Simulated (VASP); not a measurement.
# GaN in VASP: further runs

The runs below take GaN through single point, with PBE.

All numbers are computed with VASP 6.6.1; they aren't measurements. Logs are shortened: lines on timing, memory, paths and dates and some standing lists are left out, and cuts for length are marked.

## Step 1: The cell of the first run

It takes space group R-3m (No. 166, trigonal). The conventional cell has a = 3.019 Å, b = 3.019 Å, c = 7.838 Å, α = 90.00°, β = 90.00°, γ = 120.00°. Ga (site symmetry -3m) has 6 N at 2.18 Å within 2.9 Å. N (site symmetry -3m) has 6 Ga at 2.18 Å within 2.9 Å.

## Step 2: Single point, PBE (strained)

Contents of INCAR:

```
SYSTEM = GaN
ALGO = Normal
EDIFF = 1E-6
ENCUT = 520
GGA = PE
ISIF = 2
ISMEAR = 0
LASPH = .TRUE.
LCHARG = .FALSE.
LREAL = .FALSE.
LWAVE = .FALSE.
NBANDS = 16
NELM = 100
PREC = Accurate
SIGMA = 0.05
```

Contents of KPOINTS:

```
k-points
0
G
  14 14 14
  0 0 0
```

Contents of POSCAR:

```
GaN
1.0
   -0.0854094000      2.2199824772      2.2199824772
    2.1345730772      0.0000000000      2.1345730772
    2.1345730772      2.1345730772      0.0000000000
Ga N
1 1
Direct
    0.0000000000      0.0000000000      0.0000000000
    0.5000000000      0.5000000000      0.5000000000
```

Potentials or basis: VASP PAW PBE potentials, release 64 (Ga_d, N).

Launch:

```bash
> cat potpaw_PBE.64/Ga_d/POTCAR potpaw_PBE.64/N/POTCAR > POTCAR
> mpirun -np 1 vasp_std > vasp.out
```

OUTCAR:

```text
SYSTEM = GaN
   EDIFF = 1E-6
   ENCUT = 520
   GGA = PE
   ISIF = 2
   ISMEAR = 0
   LASPH = .TRUE.
   LREAL = .FALSE.
   NELM = 100
   PREC = Accurate

 ion  position               nearest neighbor table
   1  0.000  0.000  0.000-   2 2.18   2 2.18   2 2.18   2 2.18   2 2.18   2 2.18
   2  0.500  0.500  0.500-   1 2.18   1 2.18   1 2.18   1 2.18   1 2.18   1 2.18

  LATTYP: Found a trigonal (rhomboedric) cell.
 ALAT       =     3.1406908736
 COS(alpha) =     0.5380747847

  Lattice vectors:

 A1 = (  -2.2199824772,   2.2199824772,   0.0854094000)
 A2 = (  -2.2199824772,   0.0854094000,   2.2199824772)
 A3 = (  -0.0854094000,   2.2199824772,   2.2199824772)

Analysis of symmetry for initial positions (statically):
=====================================================================
 Subroutine PRICEL returns:
 Original cell was already a primitive cell.

 Routine SETGRP: Setting up the symmetry group for a
 trigonal (rhombohedral) supercell.

 Subroutine GETGRP returns: Found 12 space group operations
 (whereof 12 operations were pure point group operations)
 out of a pool of 12 trial point group operations.

The static configuration has the point symmetry D_3d.

Analysis of symmetry for dynamics (positions and initial velocities):
=====================================================================
 Subroutine PRICEL returns:
 Original cell was already a primitive cell.

 Routine SETGRP: Setting up the symmetry group for a
 trigonal (rhombohedral) supercell.

 Subroutine GETGRP returns: Found 12 space group operations
 (whereof 12 operations were pure point group operations)
 out of a pool of 12 trial point group operations.

The dynamic configuration has the point symmetry D_3d.

 Subroutine INISYM returns: Found 12 space group operations
 (whereof 12 operations are pure point group operations),
 and found     1 'primitive' translations

----------------------------------------------------------------------------------------

                                     Primitive cell

  volume of cell :      20.6194

  direct lattice vectors                    reciprocal lattice vectors
    -0.085409400  2.219982477  2.219982477    -0.220976194  0.220976194  0.220976194
     2.134573077  0.000000000  2.134573077     0.229817982 -0.229817982  0.238659771
     2.134573077  2.134573077  0.000000000     0.229817982  0.238659771 -0.229817982

  length of vectors
     3.140690874  3.018742196  3.018742196     0.382741995  0.403225863  0.403225863

  position of ions in fractional coordinates (direct lattice)
     0.000000000  0.000000000  0.000000000
     0.500000000  0.500000000  0.500000000

  ion indices of the primitive-cell ions
   primitive index   ion index
                 1           1
                 2           2

----------------------------------------------------------------------------------------

 KPOINTS: k-points

Automatic generation of k-mesh.
 Grid dimensions read from file:
 generate k-points for:   14   14   14

 Generating k-lattice:

  Cartesian coordinates                     Fractional coordinates (reciprocal lattice)
    -0.015784014  0.015784014  0.015784014     0.071428571  0.000000000  0.000000000
     0.016415570 -0.016415570  0.017047127    -0.000000000  0.071428571  0.000000000
     0.016415570  0.017047127 -0.016415570    -0.000000000  0.000000000  0.071428571

  Length of vectors
     0.027338714  0.028801847  0.028801847

  Shift w.r.t. Gamma in fractional coordinates (k-lattice)
     0.000000000  0.000000000  0.000000000

 Subroutine IBZKPT returns following result:
 ===========================================

 Found    288 irreducible k-points:

 Following reciprocal coordinates:
            Coordinates               Weight
  0.000000  0.000000  0.000000      1.000000
  0.071429  0.000000  0.000000      2.000000
  0.142857  0.000000  0.000000      2.000000
  0.214286  0.000000  0.000000      2.000000
  0.285714  0.000000  0.000000      2.000000
  0.357143  0.000000  0.000000      2.000000
[... 16 lines left out ...]
  0.000000  0.142857  0.000000      6.000000
  0.071429  0.142857  0.000000      6.000000
 [... further k-points ...]
   k-points           NKPTS =    288   k-points in BZ     NKDIM =    288   number of bands    NBANDS=     16
   number of dos      NEDOS =    301   number of ions     NIONS =      2
   total plane-waves  NPLWV =  13824
   dimension x,y,z NGX =    24 NGY =   24 NGZ =   24
   dimension x,y,z NGXF=    48 NGYF=   48 NGZF=   48
   ions per type =               1   1
   NGX,Y,Z   is equivalent  to a cutoff of  12.70, 13.22, 13.22 a.u.
   NGXF,Y,Z  is equivalent  to a cutoff of  25.41, 26.43, 26.43 a.u.
 SYSTEM =  GaN
   PREC   = accura    normal or accurate (medium, high low for compatibility)
   ISTART =      0    job   : 0-new  1-cont  2-samecut
   ICHARG =      2    charge: 1-file 2-atom 10-const
   ISPIN  =      1    spin polarized calculation?
   LNONCOLLINEAR =      F non collinear calculations
   LSORBIT =      F    spin-orbit coupling
   LASPH  =      T    aspherical Exc in radial PAW
   ENCUT  =  520.0 eV  38.22 Ry    6.18 a.u.   5.84  5.61  5.61*2*pi/ulx,y,z
   NELM   =    100;   NELMIN=  2; NELMDL= -5     # of ELM steps
   EDIFF  = 0.1E-05   stopping-criterion for ELM
   LREAL  =      F    real-space projection
   EDIFFG = 0.1E-04   stopping-criterion for IOM
   NSW    =      0    number of steps for IOM
   IBRION =     -1    ionic relax: 0-MD 1-quasi-New 2-CG
   NFREE  =      0    steps in history (QN), initial steepest desc. (CG)
   ISIF   =      2    stress and relaxation
   ISYM   =      2    0-nonsym 1-usesym 2-fastsym
   POTIM  = 0.5000    time-step for ionic-motion
   TEBEG  =    0.0;   TEEND  =   0.0 temperature during run
   PSTRESS=    0.0 pullay stress
   NELECT =      18.0000    total number of electrons
   NUPDOWN=      -1.0000    fix difference up-down
   EMIN   =  10.00;   EMAX   =-10.00  energy-range for DOS
   EFERMI =   0.00;   METHOD = LEGACY
   ISMEAR =     0;   SIGMA  =   0.05  broadening in eV -4-tet -1-fermi 0-gaus
   EFERMI_NEDOS =   21; number of points for ismear=-14 and -15
   IALGO  =     38    algorithm
   IMIX   =      4    mixing-type and parameters
     AMIX     =   0.40;   BMIX     =  1.00
     AMIX_MAG =   1.60;   BMIX_MAG =  1.00
  volume/ion in A,a.u.               =      10.31        69.57
  Fermi-wavevector in a.u.,A,eV,Ry     =   1.564613  2.956689 33.307231  2.448012
  Thomas-Fermi vector in A             =   2.667211
   LORBIT       =      0    0 simple, 1 ext, 2 COOP (PROOUT), +10 PAW based schemes
   GGA     = PE    functional components
   LHFCALC =     F    Hartree Fock is set to
   AEXX    =    0.0000 exact exchange contribution
   IVDW    =     0    specifies the selected vdW correction
   LEPSILON=     F    determine dielectric tensor
   LRPA    =     F    only Hartree local field effects (RPA)
 non-spin polarized calculation
 Gauss-broadening in eV      SIGMA  =   0.05
  energy-cutoff  :      520.00
  volume of cell :       20.62
 maximum number of plane-waves:       574
   NGX = 11   NGY = 11   NGZ = 11

 number of electron      17.9999992 magnetization

 Free energy of the ion-electron system (eV)
  ---------------------------------------------------
  ext. energy  EPLUGINS =         0.00000000
  ---------------------------------------------------
  free energy    TOTEN  =       -11.11424625 eV

  energy without entropy =      -11.11412675  energy(sigma->0) =      -11.11418650

 E-fermi :   7.0514     XC(G=0): -12.5874

 val. band max:        7.0322339067   @ k =  -0.2143   0.1429   0.0000
 cond. band min:       7.2433090279   @ k =   0.4286   0.4286   0.0000
 fundamental gap:      0.2110751212
 Fermi energy:         7.0514081504

 k-point     1 :       0.0000    0.0000    0.0000
  band No.  band energies     occupation
      1      -9.6153      2.00000
      2      -7.2209      2.00000
      3      -7.2209      2.00000
      4      -7.2174      2.00000
      5      -7.1197      2.00000
      6      -7.1197      2.00000
[... 8 lines left out ...]
     15      21.6305      0.00000
     16      21.6305      0.00000

 k-point     2 :       0.0714    0.0000    0.0000
  band No.  band energies     occupation
      1      -9.5311      2.00000
      2      -7.2217      2.00000
      3      -7.2217      2.00000
      4      -7.2195      2.00000
      5      -7.1198      2.00000
      6      -7.1198      2.00000
[... 8 lines left out ...]
     15      22.1556      0.00000
     16      22.1556      0.00000

 k-point     3 :       0.1429    0.0000    0.0000
  band No.  band energies     occupation
      1      -9.2831      2.00000
      2      -7.2283      2.00000
      3      -7.2283      2.00000
      4      -7.2251      2.00000
      5      -7.1159      2.00000
      6      -7.1159      2.00000
[... 8 lines left out ...]
     15      22.7737      0.00000
     16      22.7737      0.00000

 k-point     4 :       0.2143    0.0000    0.0000
  band No.  band energies     occupation
      1      -8.8868      2.00000
      2      -7.2458      2.00000
      3      -7.2458      2.00000
      4      -7.2327      2.00000
      5      -7.1019      2.00000
      6      -7.1019      2.00000
[... 8 lines left out ...]
     15      23.6335      0.00000
     16      23.6335      0.00000
[... 324 lines left out ...]
 k-point    22 :      -0.0714    0.0714    0.0000
  band No.  band energies     occupation
      1      -9.3848      2.00000
      2      -7.2282      2.00000
      3      -7.2164      2.00000
      4      -7.2135      2.00000
      5      -7.1378      2.00000
      6      -7.1104      2.00000
[... 8 lines left out ...]
     15      22.5297      0.00000
     16      22.6746      0.00000

 k-point    23 :       0.0000    0.1429    0.0000
  band No.  band energies     occupation
      1      -9.2481      2.00000
      2      -7.2391      2.00000
      3      -7.2022      2.00000
      4      -7.1867      2.00000
      5      -7.1489      2.00000
      6      -7.1341      2.00000
[... 8 lines left out ...]
     15      21.8054      0.00000
     16      23.0838      0.00000

 k-point    24 :       0.0714    0.1429    0.0000
  band No.  band energies     occupation
      1      -9.2809      2.00000
      2      -7.2407      2.00000
      3      -7.1899      2.00000
      4      -7.1868      2.00000
      5      -7.1578      2.00000
      6      -7.1260      2.00000
[... 8 lines left out ...]
     15      22.5016      0.00000
     16      24.1646      0.00000

 [... further k-points ...]
[... 5 lines left out ...]
  --------------------------------------------------------------------------------------
  -------------------------------------------------------------------------------------
  Total       -1.2510588     -1.2510588     -1.2510588      0.9871058     -0.9871058      0.9871058
  in kB      -97.2101784    -97.2101784    -97.2101784     76.7004192    -76.7004192     76.7004192
  external PRESSURE =     -97.2101784 kB  Pullay stress =       0.0000000 kB

 VOLUME and BASIS-vectors are now :
 -----------------------------------------------------------------------------
  energy-cutoff  :      520.00
  volume of cell :       20.62
      direct lattice vectors                 reciprocal lattice vectors
    -0.085409400  2.219982477  2.219982477    -0.220976194  0.220976194  0.220976194
     2.134573077  0.000000000  2.134573077     0.229817982 -0.229817982  0.238659771
     2.134573077  2.134573077  0.000000000     0.229817982  0.238659771 -0.229817982

 POSITION                                       TOTAL-FORCE (eV/Angst)
 -----------------------------------------------------------------------------------
      0.00000      0.00000      0.00000         0.000000      0.000000      0.000000
      2.09187      2.17728      2.17728        -0.000000     -0.000000      0.000000
 -----------------------------------------------------------------------------------
    total drift:                                0.000000     -0.000000     -0.000000

  FREE ENERGIE OF THE ION-ELECTRON SYSTEM (eV)
  ---------------------------------------------------
  free  energy   TOTEN  =       -11.1142462537 eV

  energy  without entropy=      -11.1141267526  energy(sigma->0) =      -11.11418650
```

It took 33 s on 1 thread of Intel Xeon Platinum 8488C (Sapphire Rapids), shared host; peak memory 0.21 GiB.

Results:

```
Free energy            : -11.1142 eV
Pressure               : -9.7 GPa
Band gap on the k mesh : zero (band 9 reaches 7.03 eV, above the bottom of band 10 at 6.86 eV)
```

Levels at points of the mesh, in eV from the Fermi level:
```tsv
k point	band 6	band 7	band 8	band 9	band 10	band 11	band 12	band 13
(0.00, 0.00, 0.00)	-14.17	-1.12	-0.39	-0.39	0.97	13.05	13.92	14.51
(0.50, 0.00, 0.00)	-14.09	-8.47	-0.12	-0.12	4.77	7.95	9.16	9.16
(0.00, 0.50, 0.00)	-13.82	-7.84	-0.61	-0.30	3.80	8.01	8.03	8.41
(0.50, 0.50, 0.00)	-11.39	-6.67	-3.26	-2.59	-0.19	7.60	10.63	13.23
```

Caveat: the cell differs from its parent crystal (strained).

[end of part 1 of 2]
